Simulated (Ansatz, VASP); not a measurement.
# AlMo3C in VASP and in Ansatz

```
Al Mo C
1.0
     4.14403    0.00000    0.00000
     0.00000    4.14403    0.00000
     0.00000    0.00000    4.14403
Al Mo C
1 3 1
Cartesian
  0.0000 0.0000 0.0000
  0.0000 2.0720 2.0720
  2.0720 0.0000 2.0720
  2.0720 2.0720 0.0000
  2.0720 2.0720 2.0720
```

Alike in both runs: functional PBE; k mesh 10 × 10 × 10; occupations gaussian, width 0.1 eV; no spin polarisation.

Ansatz relaxed the structure, and its values are those at the end. VASP's run is a single point on that final structure, the one shown.

```csv
,VASP,Ansatz
version,VASP 6.6.1,Ansatz 0.2.0
potentials or method,"VASP PAW PBE potentials, release 64 (Al, Mo_sv, C), cutoff 520 eV","scalar-relativistic, plane waves, PAW"
valence electrons in the cell,49,49
```

```csv
,VASP,Ansatz,Ansatz less VASP
gap on the k mesh at the Fermi level (eV),none,none,-
pressure (GPa),0.3,0.0,-0.32
```

A gap of «none» marks a metal or a gap that the smearing closes. With one functional, cell and mesh, what is left measures potentials, basis and numerics.
